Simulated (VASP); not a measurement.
CdF2:

```
CELL_PARAMETERS angstrom
0.00000 2.69400 2.69400
2.69400 0.00000 2.69400
2.69400 2.69400 0.00000
ATOMIC_POSITIONS crystal
Cd 0.00000 0.00000 0.00000
F 0.75000 0.75000 0.75000
F 0.25000 0.25000 0.25000
```

| Property | Result |
| --- | --- |
| Program | VASP 6.6.1 |
| Task | relaxation of cell and atoms |
| Functional | RPBE |
| Potentials or basis | VASP PAW PBE potentials, release 64 (Cd, F) |
| Cutoff | 600 eV |
| k mesh | 9 × 9 × 9 |
| Occupations | fermi-dirac, width 0.05 eV |
| Spin | no spin polarisation |

At the start: pressure 10.8 GPa; volume 13.03 Å³/atom.

Question: Where does the relaxation end?

Answer: Over 3 steps the energy falls by 44.2 meV/atom and the volume is 14.48 Å³/atom (+11.1 %); space group Fm-3m (No. 225, to 0.1 Å) before and after.

The path:
```
step  energy change (eV)  largest force (eV/Å)  pressure (GPa)  volume (Å³)
   1              0.0000                0.0000           10.80        39.10
   2             -0.1291                0.0000           -1.38        44.29
   3             -0.1327                0.0000            0.04        43.45
```

Final structure:
```
Cd F
1.0
     0.00000    2.79041    2.79041
     2.79041    0.00000    2.79041
     2.79041    2.79041    0.00000
Cd F
1 2
Direct
  0.00000 0.00000 0.00000
  0.75000 0.75000 0.75000
  0.25000 0.25000 0.25000
```

Caveat: the PAW data sets were made with another functional, which shifts forces and pressure a little.
